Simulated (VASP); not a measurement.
# TiSi16 (a cell with a defect) in VASP: single point with PBE

Aim: the single point of TiSi16 (a cell with a defect) with PBE.

Everything below comes from runs of VASP 6.6.1. Logs are shortened: lines on timing, memory, paths and dates and some standing lists are left out, and cuts for length are marked.

## (1) The cell of the first run

The cell holds a defect, 17 atoms: a = 7.679 Å, b = 7.679 Å, c = 7.679 Å, α = 60.00°, β = 60.00°, γ = 60.00°.

## (2) Single point, PBE

INCAR reads:

```
ALGO = Normal
EDIFF = 1E-6
ENCUT = 520
GGA = PE
ISIF = 2
ISMEAR = 0
LASPH = T
LCHARG = T
LELF = T
LREAL = Auto
LVHAR = T
LWAVE = F
NBANDS = 52
NELM = 100
PREC = Accurate
SIGMA = 0.02
```

KPOINTS reads:

```
k-points
0
Gamma
  2 2 2
```

POSCAR reads:

```
TiSi16
1.0
    0.0000000000      5.4300000000      5.4300000000
    5.4300000000      0.0000000000      5.4300000000
    5.4300000000      5.4300000000      0.0000000000
Si Ti
16 1
Direct
   -0.0172974217     -0.0172314917      0.0526034991
    0.1258847145      0.1259491713      0.1376454880
    0.0119065378      0.0119802026      0.5084890424
    0.1080865562      0.1081780847      0.6766755064
    0.0136424494      0.4992348987     -0.0116855433
    0.1261338858      0.6115429098      0.1368193370
    0.0122928177      0.4685318600      0.5075193370
    0.1566121547      0.6132042357      0.6173988950
    0.4991712707      0.0136447514     -0.0116058932
    0.6114613260      0.1261662983      0.1368861878
    0.4684571823      0.0123013812      0.5075980663
    0.6131209024      0.1566174033      0.6174919890
    0.4994211786      0.4994524862     -0.0124539595
    0.6422937385      0.6423117864      0.0733429098
    0.5169238490      0.5169098527      0.4492011971
    0.6135099448      0.6135318600      0.6165027624
    0.8126595764      0.8127030387      0.5624719153
```

Potentials or basis: VASP PAW PBE potentials, release 64 (Si, Ti_sv).

The run is started by

```console
> cat potpaw_PBE.64/Si/POTCAR potpaw_PBE.64/Ti_sv/POTCAR > POTCAR
> mpirun -np 1 vasp_std > vasp.out
```

OUTCAR:

```text
EDIFF = 1E-6
   ENCUT = 520
   GGA = PE
   ISIF = 2
   ISMEAR = 0
   LASPH = T
   LREAL = Auto
   NELM = 100
   PREC = Accurate

 ion  position               nearest neighbor table
   1  0.983  0.983  0.053-   6 2.34  10 2.34   2 2.34   4 2.36
   2  0.126  0.126  0.138-   3 2.33   1 2.34   9 2.35   5 2.35
   3  0.012  0.012  0.508-   4 2.28   2 2.33  17 2.43   8 2.51  12 2.51
   4  0.108  0.108  0.677-   7 2.28  11 2.28   3 2.28   1 2.36
   5  0.014  0.499  0.988-   8 2.33  14 2.34   6 2.35   2 2.35
   6  0.126  0.612  0.137-   7 2.33   1 2.34   5 2.35  13 2.35
   7  0.012  0.469  0.508-   4 2.28   6 2.33  17 2.44  16 2.51   8 2.51
   8  0.157  0.613  0.617-  15 2.28   5 2.33  17 2.43   3 2.51   7 2.51
   9  0.499  0.014  0.988-  12 2.33  14 2.34  10 2.35   2 2.35
  10  0.611  0.126  0.137-  11 2.33   1 2.34   9 2.35  13 2.35
  11  0.468  0.012  0.508-   4 2.28  10 2.33  17 2.44  16 2.51  12 2.51
  12  0.613  0.157  0.617-  15 2.28   9 2.33  17 2.43   3 2.51  11 2.51
  13  0.499  0.499  0.988-  16 2.33  14 2.34   6 2.35  10 2.35
  14  0.642  0.642  0.073-   9 2.34   5 2.34  13 2.34  15 2.36
  15  0.517  0.517  0.449-  12 2.28   8 2.28  16 2.28  14 2.36
  16  0.614  0.614  0.617-  15 2.28  13 2.33  17 2.43  11 2.51   7 2.51
  17  0.813  0.813  0.562-  16 2.43   8 2.43  12 2.43   3 2.43  11 2.44   7 2.44

  LATTYP: Found a face centered cubic cell.
 ALAT       =    10.8600000000

  Lattice vectors:

 A1 = (   0.0000000000,   5.4300000000,   5.4300000000)
 A2 = (   5.4300000000,   0.0000000000,   5.4300000000)
 A3 = (   5.4300000000,   5.4300000000,   0.0000000000)

Analysis of symmetry for initial positions (statically):
=====================================================================
 Subroutine PRICEL returns:
 Original cell was already a primitive cell.

 Routine SETGRP: Setting up the symmetry group for a
 face centered cubic supercell.

 Subroutine GETGRP returns: Found  1 space group operations
 (whereof  1 operations were pure point group operations)
 out of a pool of 48 trial point group operations.

The static configuration has the point symmetry C_1 .

Analysis of symmetry for dynamics (positions and initial velocities):
=====================================================================
 Subroutine PRICEL returns:
 Original cell was already a primitive cell.

 Routine SETGRP: Setting up the symmetry group for a
 face centered cubic supercell.

 Subroutine GETGRP returns: Found  1 space group operations
 (whereof  1 operations were pure point group operations)
 out of a pool of 48 trial point group operations.

[... 121 lines left out ...]
   POTIM  = 0.5000    time-step for ionic-motion
   TEBEG  =    0.0;   TEEND  =   0.0 temperature during run
   PSTRESS=    0.0 pullay stress
   NELECT =      76.0000    total number of electrons
   NUPDOWN=      -1.0000    fix difference up-down
   EMIN   =  10.00;   EMAX   =-10.00  energy-range for DOS
   EFERMI =   0.00;   METHOD = LEGACY
   ISMEAR =     0;   SIGMA  =   0.02  broadening in eV -4-tet -1-fermi 0-gaus
   EFERMI_NEDOS =   21; number of points for ismear=-14 and -15
   IALGO  =     38    algorithm
   IMIX   =      4    mixing-type and parameters
     AMIX     =   0.40;   BMIX     =  1.00
     AMIX_MAG =   1.60;   BMIX_MAG =  1.00
  volume/ion in A,a.u.               =      18.84       127.11
  Fermi-wavevector in a.u.,A,eV,Ry     =   1.013607  1.915439 13.978610  1.027399
  Thomas-Fermi vector in A             =   2.146786
   LORBIT       =      0    0 simple, 1 ext, 2 COOP (PROOUT), +10 PAW based schemes
   GGA     = PE    functional components
   LHFCALC =     F    Hartree Fock is set to
   AEXX    =    0.0000 exact exchange contribution
   IVDW    =     0    specifies the selected vdW correction
   LEPSILON=     F    determine dielectric tensor
   LRPA    =     F    only Hartree local field effects (RPA)
 non-spin polarized calculation
 Gauss-broadening in eV      SIGMA  =   0.02
  energy-cutoff  :      520.00
  volume of cell :      320.21
 maximum number of plane-waves:      8646
 NGX is ok and might be reduce to    60
   NGX = 29   NGY = 29   NGZ = 29

 number of electron      76.0000002 magnetization

 Free energy of the ion-electron system (eV)
  ---------------------------------------------------
  ext. energy  EPLUGINS =         0.00000000
  ---------------------------------------------------
  free energy    TOTEN  =       -90.49340567 eV

  energy without entropy =      -90.48647938  energy(sigma->0) =      -90.48994252

 E-fermi :   6.9017     XC(G=0):  -9.7546

 val. band max:        6.9015326303   @ k =   0.5000   0.5000   0.0000
 cond. band min:       6.9020215222   @ k =   0.5000   0.0000   0.5000
 fundamental gap:      0.0004888919
 Fermi energy:         6.9016672950

 k-point     1 :       0.0000    0.0000    0.0000
  band No.  band energies     occupation
      1     -49.9351      2.00000
      2     -26.4010      2.00000
      3     -26.2561      2.00000
      4     -26.2531      2.00000
      5      -5.6553      2.00000
      6      -3.4422      2.00000
[... 413 lines left out ...]
     49       9.9732      0.00000
     50      10.4812      0.00000
 [bands above 50 left out]

------------------------ aborting loop because EDIFF is reached ----------------------------------------

  FORCE on cell =-STRESS in cart. coord.  units (eV):
  Direction    XX          YY          ZZ          XY          YZ          ZX
  --------------------------------------------------------------------------------------
  -------------------------------------------------------------------------------------
  Total       11.5444671     11.5477447     11.5897246     -1.7953997      1.7585053      1.7608914
  in kB       57.7636980     57.7800978     57.9901474     -8.9834311      8.7988273      8.8107662
  external PRESSURE =      57.8446477 kB  Pullay stress =       0.0000000 kB

 VOLUME and BASIS-vectors are now :
 -----------------------------------------------------------------------------
  energy-cutoff  :      520.00
  volume of cell :      320.21
      direct lattice vectors                 reciprocal lattice vectors
     0.000000000  5.430000000  5.430000000    -0.092081031  0.092081031  0.092081031
     5.430000000  0.000000000  5.430000000     0.092081031 -0.092081031  0.092081031
     5.430000000  5.430000000  0.000000000     0.092081031  0.092081031 -0.092081031

 POSITION                                       TOTAL-FORCE (eV/Angst)
 -----------------------------------------------------------------------------------
      5.62207      5.62171     10.67251         0.001168      0.001094     -0.001044
      1.43132      1.43097      1.36746        -0.004504     -0.004436      0.002925
      2.82615      2.82575      0.12971         0.010550      0.010522     -0.005479
      4.26175      4.26126      1.17432        -0.014978     -0.015065      0.016172
      8.07739      5.44063      2.78492         0.001748     -0.003194     -0.000992
      4.06361      1.42784      4.00559        -0.001147     -0.003728      0.004062
[... 9 lines left out ...]
      6.67909      6.67897      6.66284        -0.000445     -0.000297     -0.006362
      7.46720      7.46696      8.82572        -0.010868     -0.009729     -0.002663
 -----------------------------------------------------------------------------------
    total drift:                               -0.005583     -0.004058     -0.014658

  FREE ENERGIE OF THE ION-ELECTRON SYSTEM (eV)
  ---------------------------------------------------
  free  energy   TOTEN  =       -90.4934056657 eV

  energy  without entropy=      -90.4864793788  energy(sigma->0) =      -90.48994252
```

stdout:

```text
POSCAR found type information on POSCAR SiTi
 POSCAR found :  2 types and      17 ions
 scaLAPACK will be used
 LDA part: xc-table for (Slater+PW92), standard interpolation
 POSCAR, INCAR and KPOINTS ok, starting setup
 FFT: planning ... GRIDC
 FFT: planning ... GRID_SOFT
 FFT: planning ... GRID
 WAVECAR not read
 entering main loop
```

Run time: 2.7 min. Hardware: 1 thread of Intel Xeon 6975P-C (Granite Rapids), shared host; peak memory 0.49 GiB.

What came out:

- Free energy: -90.4934 eV
- Pressure: 5.8 GPa
- Largest force: 0.027 eV/Å
- Band gap on the k mesh: zero (band 38 reaches 6.92 eV, above the bottom of band 39 at 6.72 eV)

Forces in eV/Å, atoms in the order of the input:
```
Si   0.001  0.001 -0.001
Si  -0.005 -0.004  0.003
Si   0.011  0.011 -0.005
Si  -0.015 -0.015  0.016
Si   0.002 -0.003 -0.001
Si  -0.001 -0.004  0.004
Si   0.005  0.011 -0.009
Si   0.000  0.007  0.001
Si  -0.003  0.002 -0.001
Si  -0.003 -0.001  0.004
Si   0.011  0.006 -0.009
Si   0.008 -0.001  0.001
Si   0.002  0.002  0.004
Si  -0.005 -0.005  0.005
Si   0.004  0.004 -0.004
Si   0.000  0.000 -0.006
Ti  -0.011 -0.010 -0.003
```

Caveat: the k points lie up to 0.50 Å⁻¹ apart.
